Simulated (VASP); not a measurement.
# ZnO (zincite) (P6_3mc) in VASP: further runs

Runs on ZnO (zincite). Level: PBEsol. Tasks: single point, relaxation of volume and atoms at fixed shape.

Everything below comes from runs of VASP 6.6.1. Logs are shortened: lines on timing, memory, paths and dates and some standing lists are left out, and cuts for length are marked.

**Experimental background.**

“Electronic structure of alkaline earth and post-transition metal oxides”, 2009, arxiv:0908.1581 quotes, for a bulk crystal of ZnO: band gap 3.37 eV.

The results are compared with them further down.

### Step 1. The cell of the first run

Symmetry: P6_3mc, No. 186, hexagonal system. The conventional cell has a = 3.238 Å, b = 3.238 Å, c = 5.188 Å, α = 90.00°, β = 90.00°, γ = 120.00°. Within 2.6 Å of Zn (site symmetry 3m) lie 4 O at 1.97 to 1.98 Å. O (site symmetry 3m) has 4 Zn at 1.97 to 1.98 Å within 2.6 Å.

### Step 2. Single point, PBEsol

File INCAR:

```
PREC     = Accurate       # precision mode
ENCUT    = 600            # plane-wave cutoff, eV
EDIFF    = 1E-6           # SCF threshold, eV
ISMEAR   = -1             # smearing method
SIGMA    = 0.02           # smearing width, eV
LREAL    = F              # projectors in reciprocal space
LASPH    = T              # aspherical terms in the spheres
NELM     = 120            # most SCF steps
ALGO     = Normal         # electronic algorithm
ISIF     = 2              # what is computed and relaxed
LWAVE    = F              # write WAVECAR
LCHARG   = F              # write CHGCAR
GGA      = PS             # functional
NBANDS   = 26             # bands
GGA_COMPAT= F
```

File KPOINTS:

```
Automatic mesh
0
Gamma
  8 8 5
```

File POSCAR:

```
ZnO
1.0
    3.2381191346      0.0000000000      0.0000000000
   -1.6190595673      2.8042934311      0.0000000000
    0.0000000000      0.0000000000      5.1877833441
Zn O
2 2
Direct
    0.3333333333      0.6666666667      0.4990409472
    0.6666666667      0.3333333333     -0.0009590528
    0.6666666667      0.3333333333      0.3799690528
    0.3333333333      0.6666666667      0.8799690528
```

Potentials or basis: VASP PAW PBE potentials, release 64 (Zn, O).

On the command line:

```bash
$ cat potpaw_PBE.64/Zn/POTCAR potpaw_PBE.64/O/POTCAR > POTCAR
$ mpirun -np 1 vasp_std > vasp.out
```

OUTCAR:

```text
PREC = Accurate
   ENCUT = 600
   EDIFF = 1E-6
   ISMEAR = -1
   LREAL = F
   LASPH = T
   NELM = 120
   ISIF = 2
   GGA = PS

 ion  position               nearest neighbor table
   1  0.333  0.667  0.499-   3 1.97   3 1.97   3 1.97   4 1.98
   2  0.667  0.333  0.999-   4 1.97   4 1.97   4 1.97   3 1.98
   3  0.667  0.333  0.380-   1 1.97   1 1.97   1 1.97   2 1.98
   4  0.333  0.667  0.880-   2 1.97   2 1.97   2 1.97   1 1.98

  LATTYP: Found a hexagonal cell.
 ALAT       =     3.2381191346
 C/A-ratio  =     1.6020977390

  Lattice vectors:

 A1 = (   3.2381191346,   0.0000000000,   0.0000000000)
 A2 = (  -1.6190595673,   2.8042934311,   0.0000000000)
 A3 = (   0.0000000000,   0.0000000000,   5.1877833441)

Analysis of symmetry for initial positions (statically):
=====================================================================
 Subroutine PRICEL returns:
 Original cell was already a primitive cell.

 Routine SETGRP: Setting up the symmetry group for a
 hexagonal supercell.

 Subroutine GETGRP returns: Found 12 space group operations
 (whereof  6 operations were pure point group operations)
 out of a pool of 24 trial point group operations.

The static configuration has the point symmetry C_3v.
 The point group associated with its full space group is C_6v.

Analysis of symmetry for dynamics (positions and initial velocities):
=====================================================================
 Subroutine PRICEL returns:
 Original cell was already a primitive cell.

 Routine SETGRP: Setting up the symmetry group for a
 hexagonal supercell.

 Subroutine GETGRP returns: Found 12 space group operations
 (whereof  6 operations were pure point group operations)
 out of a pool of 24 trial point group operations.

The dynamic configuration has the point symmetry C_3v.
 The point group associated with its full space group is C_6v.

 Subroutine INISYM returns: Found 12 space group operations
 (whereof  6 operations are pure point group operations),
 and found     1 'primitive' translations

----------------------------------------------------------------------------------------

                                     Primitive cell

  volume of cell :      47.1084

  direct lattice vectors                    reciprocal lattice vectors
[... 83 lines left out ...]
   ISTART =      0    job   : 0-new  1-cont  2-samecut
   ICHARG =      2    charge: 1-file 2-atom 10-const
   ISPIN  =      1    spin polarized calculation?
   LNONCOLLINEAR =      F non collinear calculations
   LSORBIT =      F    spin-orbit coupling
   LASPH  =      T    aspherical Exc in radial PAW
   ENCUT  =  600.0 eV  44.10 Ry    6.64 a.u.   6.47  6.47 10.36*2*pi/ulx,y,z
   NELM   =    120;   NELMIN=  2; NELMDL= -5     # of ELM steps
   EDIFF  = 0.1E-05   stopping-criterion for ELM
   LREAL  =      F    real-space projection
   EDIFFG = 0.1E-04   stopping-criterion for IOM
   NSW    =      0    number of steps for IOM
   IBRION =     -1    ionic relax: 0-MD 1-quasi-New 2-CG
   NFREE  =      0    steps in history (QN), initial steepest desc. (CG)
   ISIF   =      2    stress and relaxation
   ISYM   =      2    0-nonsym 1-usesym 2-fastsym
   POTIM  = 0.5000    time-step for ionic-motion
   TEBEG  =    0.0;   TEEND  =   0.0 temperature during run
   PSTRESS=    0.0 pullay stress
   NELECT =      36.0000    total number of electrons
   NUPDOWN=      -1.0000    fix difference up-down
   EMIN   =  10.00;   EMAX   =-10.00  energy-range for DOS
   EFERMI =   0.00;   METHOD = LEGACY
   ISMEAR =    -1;   SIGMA  =   0.02  broadening in eV -4-tet -1-fermi 0-gaus
   EFERMI_NEDOS =   21; number of points for ismear=-14 and -15
   IALGO  =     38    algorithm
   IMIX   =      4    mixing-type and parameters
     AMIX     =   0.40;   BMIX     =  1.00
     AMIX_MAG =   1.60;   BMIX_MAG =  1.00
  volume/ion in A,a.u.               =      11.78        79.48
  Fermi-wavevector in a.u.,A,eV,Ry     =   1.496728  2.828406 30.479710  2.240196
  Thomas-Fermi vector in A             =   2.608707
   LORBIT       =      0    0 simple, 1 ext, 2 COOP (PROOUT), +10 PAW based schemes
   GGA     = PS    functional components
   LHFCALC =     F    Hartree Fock is set to
   AEXX    =    0.0000 exact exchange contribution
   IVDW    =     0    specifies the selected vdW correction
   LEPSILON=     F    determine dielectric tensor
   LRPA    =     F    only Hartree local field effects (RPA)
 non-spin polarized calculation
  energy-cutoff  :      600.00
  volume of cell :       47.11
 maximum number of plane-waves:      1585
 NGX is ok and might be reduce to    28
   NGX = 13   NGY = 13   NGZ = 21

 number of electron      36.0000001 magnetization

 Free energy of the ion-electron system (eV)
  ---------------------------------------------------
  ext. energy  EPLUGINS =         0.00000000
  ---------------------------------------------------
  free energy    TOTEN  =       -19.41316842 eV

  energy without entropy =      -19.41316842  energy(sigma->0) =      -19.41316842

 E-fermi :   1.5008     XC(G=0): -11.2410

 val. band max:        1.1435276172   @ k =   0.0000   0.0000   0.0000
 cond. band min:       1.8429578679   @ k =   0.0000   0.0000   0.0000
 fundamental gap:      0.6994302507
 Fermi energy:         1.5007926196

 k-point     1 :       0.0000    0.0000    0.0000
  band No.  band energies     occupation
      1     -16.9829      2.00000
      2     -16.2167      2.00000
      3      -4.6335      2.00000
      4      -4.6262      2.00000
      5      -4.6262      2.00000
      6      -4.5545      2.00000
[... 685 lines left out ...]
     25      14.6343      0.00000
     26      14.8776      0.00000

 [... further k-points ...]
[... 5 lines left out ...]
  --------------------------------------------------------------------------------------
  -------------------------------------------------------------------------------------
  Total        0.0777912      0.0777912      0.3148616      0.0000000      0.0000000     -0.0000000
  in kB        2.6457135      2.6457135     10.7085884      0.0000000      0.0000000     -0.0000000
  external PRESSURE =       5.3333384 kB  Pullay stress =       0.0000000 kB

 VOLUME and BASIS-vectors are now :
 -----------------------------------------------------------------------------
  energy-cutoff  :      600.00
  volume of cell :       47.11
      direct lattice vectors                 reciprocal lattice vectors
     3.238119135  0.000000000  0.000000000     0.308821250  0.178298032  0.000000000
    -1.619059567  2.804293431  0.000000000     0.000000000  0.356596064  0.000000000
     0.000000000  0.000000000  5.187783344     0.000000000  0.000000000  0.192760556

 POSITION                                       TOTAL-FORCE (eV/Angst)
 -----------------------------------------------------------------------------------
     -0.00000      1.86953      2.58892        -0.000000      0.000000     -0.000416
      1.61906      0.93476      5.18281         0.000000     -0.000000     -0.000416
      1.61906      0.93476      1.97120         0.000000     -0.000000      0.000416
     -0.00000      1.86953      4.56509        -0.000000      0.000000      0.000416
 -----------------------------------------------------------------------------------
    total drift:                               -0.000000     -0.000000      0.000046

  FREE ENERGIE OF THE ION-ELECTRON SYSTEM (eV)
  ---------------------------------------------------
  free  energy   TOTEN  =       -19.4131684167 eV

  energy  without entropy=      -19.4131684165  energy(sigma->0) =      -19.41316842
```

OSZICAR:

```text
N       E                     dE             d eps       ncg     rms          rms(c)
DAV:   1     0.304544137369E+03    0.30454E+03   -0.19886E+04  1600   0.221E+03
DAV:   2     0.110468223279E+02   -0.29350E+03   -0.27636E+03  1616   0.433E+02
DAV:   3    -0.215407458129E+02   -0.32588E+02   -0.32143E+02  1768   0.143E+02
DAV:   4    -0.222088881314E+02   -0.66814E+00   -0.66645E+00  1760   0.207E+01
DAV:   5    -0.222123271651E+02   -0.34390E-02   -0.34388E-02  1670   0.154E+00    0.142E+01
DAV:   6    -0.192865025767E+02    0.29258E+01   -0.55732E+00  2434   0.604E+01    0.918E+00
DAV:   7    -0.194618257012E+02   -0.17532E+00   -0.26185E+00  1616   0.159E+01    0.548E+00
DAV:   8    -0.194618127018E+02    0.12999E-04   -0.50413E-01  2272   0.729E+00    0.163E+00
DAV:   9    -0.194110495754E+02    0.50763E-01   -0.94834E-02  2312   0.611E+00    0.348E-01
DAV:  10    -0.194131329694E+02   -0.20834E-02   -0.38101E-02  1582   0.133E+00    0.114E-01
DAV:  11    -0.194131403902E+02   -0.74207E-05   -0.62457E-04  1654   0.236E-01    0.250E-02
DAV:  12    -0.194131690056E+02   -0.28615E-04   -0.24874E-05  1650   0.463E-02    0.182E-02
DAV:  13    -0.194131684167E+02    0.58898E-06   -0.55810E-06  1746   0.546E-02
   1 F= -.19413168E+02 E0= -.19413168E+02  d E =-.172488E-09
```

Wall time 58 s (1 thread of AMD EPYC 7R43 (Zen 3), shared host); peak memory 0.15 GiB.

What came out:

```yaml
Free_energy: -19.4132 eV
Pressure: 0.5 GPa
Band_gap_on_the_k_mesh: 0.70 eV, direct
```

Levels at points of the mesh, in eV from the valence-band top:
| k point | band 16 | band 17 | band 18 | band 19 | band 20 | band 21 |
| --- | --- | --- | --- | --- | --- | --- |
| (0.00, 0.00, 0.00) | -0.09 | 0.00 | 0.00 | 0.70 | 5.13 | 8.17 |
| (0.50, 0.00, 0.00) | -2.33 | -1.31 | -0.87 | 5.73 | 6.71 | 7.49 |

Caveat: the PAW data sets were made with another functional, which shifts forces and pressure a little.

[end of part 1 of 2]
